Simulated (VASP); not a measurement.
A run of VASP 6.6.1 is set up as follows.

The input INCAR:

```
SYSTEM = CsCl
PREC = Accurate
ENCUT = 500
EDIFF = 1E-6
ISMEAR = 0
SIGMA = 0.01
LREAL = .False.
LASPH = .True.
NELM = 120
ALGO = Normal
ISIF = 2
LWAVE = .False.
LCHARG = .False.
GGA = PE
NBANDS = 15
GGA_COMPAT = .False.
```

Contents of KPOINTS:

```
regular mesh
0
Gamma
  6 6 6
  0 0 0
```

POSCAR

```
CsCl
1.0
    4.1406758997      0.0000000000      0.0000000000
    0.0000000000      4.1406758997      0.0000000000
    0.0000000000      0.0000000000      4.1406758997
Cs Cl
1 1
Direct
    0.0000000000      0.0000000000      0.0000000000
    0.5000000000      0.5000000000      0.5000000000
```

Potentials or basis: VASP PAW PBE potentials, release 64 (Cs_sv, Cl).

Command:

```sh
$ cat potpaw_PBE.64/Cs_sv/POTCAR potpaw_PBE.64/Cl/POTCAR > POTCAR
$ mpirun -np 1 vasp_std > vasp.out
```

**Question.** Predict the band gap on the k mesh.

**Answer.** 5.20 eV, direct.

**Question.** Estimate the pressure.

**Answer.** 0.8 GPa.

Caveat: spin-orbit coupling is left out, which moves the levels of the heavy elements. A k mesh can miss the band edges.
